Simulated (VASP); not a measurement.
Here is a VASP 6.6.1 calculation.

Contents of INCAR:

```
PREC     = Accurate       # precision mode
ENCUT    = 520            # plane-wave cutoff, eV
EDIFF    = 1E-6           # SCF threshold, eV
ISMEAR   = 0              # smearing method
SIGMA    = 0.1            # smearing width, eV
LREAL    = False          # projectors in reciprocal space
LASPH    = True           # aspherical terms in the spheres
NELM     = 80             # most SCF steps
ALGO     = Normal         # electronic algorithm
ISIF     = 2              # what is computed and relaxed
LWAVE    = False          # write WAVECAR
LCHARG   = False          # write CHGCAR
LDIPOL   = True         
IDIPOL   = 3            
DIPOL    = 0.5 0.5 0.500
GGA      = PE             # functional
NBANDS   = 19             # bands
```

KPOINTS

```
regular mesh
0
Gamma
  6 6 1
```

Contents of POSCAR:

```
Zn
1.0
    2.7352650000      0.0000000000      0.0000000000
   -1.3676330000      2.3688090000      0.0000000000
    0.0000000000      0.0000000000     17.0000000000
Zn
2
Direct
    0.0000000000      0.0000000000      0.5619336500
    0.0000000000      0.0000000000      0.4380663500
```

Potentials or basis: VASP PAW PBE potentials, release 64 (Zn).

Run with:

```bash
$ cat potpaw_PBE.64/Zn/POTCAR > POTCAR
$ mpirun -np 1 vasp_std > vasp.out
```

Question: Predict the largest force.

Answer: 4.379 eV/Å.

Question: What does it give for the band gap on the k mesh?

Answer: Zero (bands 12 and 13 overlap by 1.61 eV).

Forces in eV/Å, atoms in the order of the input:
```
Zn   0.000  0.000  4.379
Zn   0.000  0.000 -4.379
```

Caveat: the k points lie up to 0.44 Å⁻¹ apart, too coarse for converged energies and pressures of a metal.
